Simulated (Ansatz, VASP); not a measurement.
# Two plane-wave programs on Cu

Contents of INCAR:

```
SYSTEM = Cu
  PREC = Accurate
  ENCUT = 520
  EDIFF = 1E-6
  ISMEAR = 0
  SIGMA = 0.05
  LREAL = .False.
  LASPH = .True.
  NELM = 60
  ALGO = Fast
  ISIF = 2
  LWAVE = .False.
  LCHARG = .False.
  GGA = PE
  NBANDS = 12
```

File KPOINTS:

```
Automatic mesh
0
Gamma
  22 22 22
  0 0 0
```

POSCAR

```
Cu
1.0
    0.0000000000      1.7899985995      1.7899985995
    1.7899985995      0.0000000000      1.7899985995
    1.7899985995      1.7899985995      0.0000000000
Cu
1
Direct
    0.0000000000      0.0000000000      0.0000000000
```

Input for Ansatz:

```yaml
crystal:
  lattice:
    - [0.0, 1.7899985995, 1.7899985995]
    - [1.7899985995, 0.0, 1.7899985995]
    - [1.7899985995, 1.7899985995, 0.0]
  atoms:
    - { symbol: Cu, position: [0.0, 0.0, 0.0] }
basis:
  ecutwfc: 420
  ecutrho_ratio: 4
kpoints:
  mp_grid: { grid: [22, 22, 22] }
hamiltonian:
  xc: pbe
scf:
  occupations: { method: gaussian, width: 0.05 }
output:
  forces: true
  stress: true
  eigenvalues: true
```

Alike in both runs: task single point; functional PBE; k mesh 22 × 22 × 22; occupations gaussian, width 0.05 eV; no spin polarisation.

|  | VASP | Ansatz |
| --- | --- | --- |
| version | VASP 6.6.1 | Ansatz 0.2.0 |
| potentials or method | VASP PAW PBE potentials, release 64 (Cu), cutoff 520 eV | scalar-relativistic, plane waves, PAW |
| valence electrons in the cell | 11 | 19 |

```csv
,VASP,Ansatz,Ansatz less VASP
gap on the k mesh at the Fermi level (eV),none,none,-
pressure (GPa),7.1,6.5,-0.64
```

A gap of «none» marks a metal or a gap that the smearing closes. VASP's potentials hold 11 valence electrons a cell and Ansatz's 19, so a difference there can come from the potentials and not from the codes.
